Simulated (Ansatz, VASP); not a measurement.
BN in VASP and in Ansatz

File POSCAR:

```
BN
1.0
    0.0000000000      1.8130010000      1.8130010000
    1.8130010000      0.0000000000      1.8130010000
    1.8130010000      1.8130010000      0.0000000000
B N
1 1
Direct
    0.0390020072     -0.0390020072      0.0000000000
    0.7500000000      0.7500000000      0.7500000000
```

The input INCAR.step1:

```
SYSTEM = BN
PREC = Accurate ; ENCUT = 520
ISMEAR = 0 ; SIGMA = 0.05
LREAL = .FALSE. ; LASPH = .TRUE.
NELM = 100 ; NBANDS = 11
GGA = PE ; ALGO = Normal
EDIFF = 1E-4 ; LWAVE = .TRUE.
LCHARG = .FALSE.
```

File INCAR.step2:

```
SYSTEM = BN
PREC = Accurate ; ENCUT = 520
EDIFF = 1E-7 ; ISMEAR = 0
SIGMA = 0.05 ; LREAL = .FALSE.
LASPH = .TRUE. ; NELM = 100
ALGO = Normal ; ISIF = 2
LWAVE = .FALSE. ; LCHARG = .FALSE.
METAGGA = R2SCAN ; LMIXTAU = .TRUE.
NBANDS = 11 ; ISTART = 1
```

Contents of KPOINTS:

```
regular mesh
0
G
  12 12 12
  0 0 0
```

Input for Ansatz:

```yaml
crystal:
  lattice:
    - [0.0, 1.813001, 1.813001]
    - [1.813001, 0.0, 1.813001]
    - [1.813001, 1.813001, 0.0]
  atoms:
    - { symbol: B, position: [0.0390020072, -0.0390020072, 0.0] }
    - { symbol: "N", position: [0.75, 0.75, 0.75] }
basis:
  ecutwfc: 500
kpoints:
  mp_grid: { grid: [12, 12, 12] }
hamiltonian:
  xc: r2scan
scf:
  occupations: { method: gaussian, width: 0.05 }
output:
  forces: true
  stress: true
  eigenvalues: true
  write_density: true
  write_potential: true
  elf: true
  volumetric_format: npy
```

Change from the starting cell: all B atoms moved -0.100 Å, as atom 1 along Cartesian [1 -1 0].

Alike in both runs: task single point; functional r2SCAN; k mesh 12 × 12 × 12; occupations gaussian, width 0.05 eV; no spin polarisation.

|  | VASP | Ansatz |
| --- | --- | --- |
| version | VASP 6.6.1 | Ansatz 0.2.0 |
| potentials or method | VASP PAW PBE potentials, release 64 (B, N), cutoff 520 eV | scalar-relativistic, plane waves, PAW |
| valence electrons in the cell | 8 | 8 |

|  | VASP | Ansatz | Ansatz less VASP |
| --- | --- | --- | --- |
| gap on the k mesh at the Fermi level (eV) | 4.04 | 4.05 | +0.015 |
| least direct gap on the mesh (eV) | 8.16 | 8.18 | +0.013 |
| pressure (GPa) | -1.2 | -2.3 | -1.01 |
| traceless stress, the component that is largest in VASP (GPa) | -3.08 | -3.12 | -0.047 |
| rms of the force components (eV/Å) | 1.390 | 1.388 | -0.0015 |

VASP's potentials were made for PBE, not for r2SCAN. Atom by atom the forces differ by 0.002 eV/Å (rms over components).
